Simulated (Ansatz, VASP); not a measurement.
# Two plane-wave programs on AlN

The input POSCAR:

```
AlN
1.0
    3.1110021516      0.0000000000      0.0000000000
   -1.5555010758      2.6942068945      0.0000000000
    0.0000000000      0.0000000000      4.9780000000
Al N
2 2
Direct
    0.3333333333      0.6666666667      0.0000000000
    0.6666666667      0.3333333333      0.5000000000
    0.1961444474      0.7780166898      0.3850000000
    0.6666666667      0.3333333333      0.8850000000
```

Contents of INCAR.step1:

```
PREC     = Accurate       # precision mode
ENCUT    = 520            # plane-wave cutoff, eV
ISMEAR   = 0              # smearing method
SIGMA    = 0.05           # smearing width, eV
LREAL    = False          # projectors in reciprocal space
LASPH    = True           # aspherical terms in the spheres
NELM     = 60             # most SCF steps
NBANDS   = 16             # bands
GGA      = PE             # functional
ALGO     = Normal         # electronic algorithm
EDIFF    = 1E-4           # SCF threshold, eV
LWAVE    = True           # write WAVECAR
LCHARG   = False          # write CHGCAR
```

The input INCAR.step2:

```
PREC     = Accurate       # precision mode
ENCUT    = 520            # plane-wave cutoff, eV
EDIFF    = 1E-6           # SCF threshold, eV
ISMEAR   = 0              # smearing method
SIGMA    = 0.05           # smearing width, eV
LREAL    = False          # projectors in reciprocal space
LASPH    = True           # aspherical terms in the spheres
NELM     = 60             # most SCF steps
ALGO     = Normal         # electronic algorithm
ISIF     = 2              # what is computed and relaxed
LWAVE    = False          # write WAVECAR
LCHARG   = True           # write CHGCAR
METAGGA  = R2SCAN         # meta-GGA
LMIXTAU  = True         
LELF     = True           # ELF
LVHAR    = True         
NBANDS   = 16             # bands
ISTART   = 1
```

The input KPOINTS:

```
Automatic mesh
0
Gamma
  12 12 6
```

Input for Ansatz:

```yaml
crystal:
  lattice:
    - [3.1110021516, 0.0, 0.0]
    - [-1.5555010758, 2.6942068945, 0.0]
    - [0.0, 0.0, 4.978]
  atoms:
    - { symbol: Al, position: [0.3333333333, 0.6666666667, 0.0] }
    - { symbol: Al, position: [0.6666666667, 0.3333333333, 0.5] }
    - { symbol: "N", position: [0.1961444474, 0.7780166898, 0.385] }
    - { symbol: "N", position: [0.6666666667, 0.3333333333, 0.885] }
basis:
  ecutwfc: 500
kpoints:
  mp_grid: { grid: [12, 12, 6] }
hamiltonian:
  xc: r2scan
scf:
  occupations: { method: gaussian, width: 0.05 }
output:
  forces: true
  stress: true
  eigenvalues: true
```

Alike in both runs: task single point; functional r2SCAN; k mesh 12 × 12 × 6; occupations gaussian, width 0.05 eV; no spin polarisation.

|  | VASP | Ansatz |
| --- | --- | --- |
| version | VASP 6.6.1 | Ansatz 0.2.0 |
| potentials or method | VASP PAW PBE potentials, release 64 (Al, N), cutoff 520 eV | scalar-relativistic, plane waves, PAW |
| valence electrons in the cell | 16 | 16 |

Ansatz gave:

- gap on the k mesh at the Fermi level (eV): 3.16
- least direct gap on the mesh (eV): 3.20
- pressure (GPa): 13.1
- traceless stress, the component that is largest in VASP (GPa): 22.90
- rms of the force components (eV/Å): 1.996

**Question.** Estimate VASP's values.

**Answer.** gap on the k mesh at the Fermi level (eV): 3.14; least direct gap on the mesh (eV): 3.21; pressure (GPa): 13.1; traceless stress, the component that is largest in VASP (GPa): 23.34; rms of the force components (eV/Å): 2.031.

VASP's potentials were made for PBE, not for r2SCAN. Atom by atom the forces differ by 0.036 eV/Å (rms over components).
